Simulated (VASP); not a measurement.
Runs of VASP 6.6.1 on Ca. The structure is that of space group Im-3m (No. 229), or close to it. The cells are those of the table. 

| cell | gap on the mesh (eV) | pressure (GPa) |
| --- | --- | --- |
| a = 3.902 Å, angles 109.5°, 1 atom | none | (a) |
| a = 3.745 Å, angles 109.5°, 1 atom | none | 1.6 |
| a = 3.951 Å, angles 109.5°, 1 atom | none | -1.1 |
| a = 3.799 Å, angles 109.5°, 1 atom | none | 0.7 |

Alike in all rows: task single point; level revPBE; potentials or basis VASP PAW PBE potentials, release 64 (Ca_sv); no spin polarisation; k mesh 11 × 11 × 11; cutoff (eV) 520; smearing fermi-dirac 0.1 eV.

Estimate the missing entries.

(a) -0.6.

Caveats: the PAW data sets were made with another functional, which shifts forces and pressure a little.

A gap of «none» marks levels without a gap at the run's occupations.
